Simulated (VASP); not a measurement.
Wanted: the native input for a VASP 6.6.1 run.

```
Task                   : single point
Functional             : r2SCAN
Dispersion             : rVV10
Potentials or basis    : VASP PAW PBE potentials, release 64 (Cd, Se)
Cutoff                 : 520 eV
k mesh                 : 8 × 8 × 8
Occupations            : fermi-dirac, width 0.1 eV
Spin                   : no spin polarisation
Dipole correction      : no
Further INCAR settings : ALGO = Normal; EDIFF = 1e-06; NBANDS = 16
```

Crystal: CdSe.

```
Cd Se
1.0
     0.00000    3.07027    3.07027
     3.07027    0.00000    3.07027
     3.07027    3.07027    0.00000
Cd Se
1 1
Direct
  0.00000 0.00000 0.00000
  0.25000 0.25000 0.25000
```

The input as run:

POSCAR

```
CdSe
1.0
    0.0000000000      3.0702711986      3.0702711986
    3.0702711986      0.0000000000      3.0702711986
    3.0702711986      3.0702711986      0.0000000000
Cd Se
1 1
Direct
    0.0000000000      0.0000000000      0.0000000000
    0.2500000000      0.2500000000      0.2500000000
```

INCAR.step1

```
SYSTEM = CdSe
ALGO     = Normal         ! electronic algorithm
EDIFF    = 1E-4           ! SCF threshold, eV
ENCUT    = 520            ! plane-wave cutoff, eV
GGA      = PE             ! functional
ISMEAR   = -1             ! smearing method
LASPH    = .True.         ! aspherical terms in the spheres
LCHARG   = .False.        ! write CHGCAR
LREAL    = .False.        ! projectors in reciprocal space
LWAVE    = .True.         ! write WAVECAR
NBANDS   = 16             ! bands
NELM     = 100            ! most SCF steps
PREC     = Accurate       ! precision mode
SIGMA    = 0.1            ! smearing width, eV
```

INCAR.step2

```
SYSTEM = CdSe
ALGO     = Normal         ! electronic algorithm
BPARAM   = 11.95        
CPARAM   = 0.0093       
EDIFF    = 1E-6           ! SCF threshold, eV
ENCUT    = 520            ! plane-wave cutoff, eV
ISIF     = 2              ! what is computed and relaxed
ISMEAR   = -1             ! smearing method
ISTART   = 1            
IVDW_NL  = 2            
LASPH    = .True.         ! aspherical terms in the spheres
LCHARG   = .True.         ! write CHGCAR
LELF     = .True.         ! ELF
LMIXTAU  = .True.       
LREAL    = .False.        ! projectors in reciprocal space
LUSE_VDW = .True.       
LVHAR    = .True.       
LWAVE    = .False.        ! write WAVECAR
METAGGA  = R2SCAN         ! meta-GGA
NBANDS   = 16             ! bands
NELM     = 100            ! most SCF steps
PREC     = Accurate       ! precision mode
SIGMA    = 0.1            ! smearing width, eV
```

KPOINTS

```
k-points
0
Gamma
  8 8 8
  0 0 0
```

Potentials or basis: VASP PAW PBE potentials, release 64 (Cd, Se).

The run is started by

```sh
$ cat potpaw_PBE.64/Cd/POTCAR potpaw_PBE.64/Se/POTCAR > POTCAR
$ cp INCAR.step1 INCAR
$ mpirun -np 1 vasp_std > vasp.out
$ cp INCAR.step2 INCAR
$ mpirun -np 1 vasp_std > vasp.out
```

It gave:

```
Pressure               : -0.6 GPa
Band gap on the k mesh : 0.97 eV
```

Caveat: the PAW data sets were made with another functional, which shifts forces and pressure a little.

Run time: 57 s on 1 thread of Intel(R) Xeon(R) 6975P-C (Granite Rapids), on a shared host, peak memory 0.33 GiB.
